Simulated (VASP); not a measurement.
## GaSb: relaxation of cell and atoms with LDA

GaSb:

```
Ga Sb
1.0
     0.00000    3.02535    3.02535
     3.02535    0.00000    3.02535
     3.02535    3.02535    0.00000
Ga Sb
1 1
Direct
  0.00000 0.00000 0.00000
  0.75000 0.75000 0.75000
```

- Program: VASP 6.6.1
- Task: relaxation of cell and atoms
- Functional: LDA
- Potentials or basis: VASP PAW LDA potentials, release 64 (Ga_d, Sb)
- Cutoff: 600 eV
- k mesh: 14 × 14 × 14
- Occupations: fermi-dirac, width 0.1 eV
- Spin: no spin polarisation
- Target pressure: 2 GPa
- Dipole correction: no
- Further INCAR settings: ALGO = Normal; EDIFF = 1e-06; IBRION = 2; EDIFFG = -0.002; NSW = 100; ISIF = 3

```json
{
  "Relaxed volume": "26.87 Å³/atom",
  "Relaxed cell": "a = 4.236 Å, b = 4.236 Å, c = 4.236 Å, α = 60.00°, β = 60.00°, γ = 60.00°",
  "Space group after relaxing (to 0.05 Å)": "F-43m (No. 216)",
  "Energy change on relaxing (the enthalpy is what falls)": "+5.4 meV/atom",
  "Ionic steps": "9",
  "Pressure after relaxing": "2.0 GPa",
  "Band gap on the k mesh": "0.34 eV, direct"
}
```

The path:
```tsv
step	energy change (eV)	largest force (eV/Å)	pressure (GPa)	volume (Å³)
1	0.0000	0.0000	0.14	55.38
2	0.0248	0.0000	3.09	52.84
3	0.0108	0.0000	1.99	53.73
4	0.0112	0.0000	2.06	53.69
5	0.0103	0.0000	1.90	53.77
6	0.0108	0.0000	2.02	53.73
7	0.0107	0.0000	1.93	53.73
8	0.0108	0.0000	2.02	53.73
9	0.0108	0.0000	2.00	53.73
```

Final structure:
```
Ga Sb
1.0
     0.00000    2.99501    2.99501
     2.99501    0.00000    2.99501
     2.99501    2.99501    0.00000
Ga Sb
1 1
Cartesian
  0.0000 0.0000 0.0000
  4.4925 4.4925 4.4925
```

Levels at points of the mesh, in eV from the valence-band top:
```tsv
k point	band 6	band 7	band 8	band 9	band 10	band 11	band 12	band 13
(0.00, 0.00, 0.00)	-11.97	0.00	0.00	0.00	0.34	2.73	2.73	2.73
(0.50, 0.00, 0.00)	-10.19	-6.73	-1.26	-1.26	0.44	3.71	3.71	6.27
(0.50, 0.50, 0.00)	-9.26	-7.15	-2.81	-2.81	0.76	1.04	8.99	8.99
```

Wall time 4.6 min on 1 thread of Intel Xeon 6975P-C, on a shared host, peak memory 0.25 GiB.

Caveat: the cell is relaxed towards a set pressure, so the enthalpy falls and the energy may rise; spin-orbit coupling is left out, which moves the levels of the heavy elements. Zero-point motion and thermal expansion aren't in these numbers.
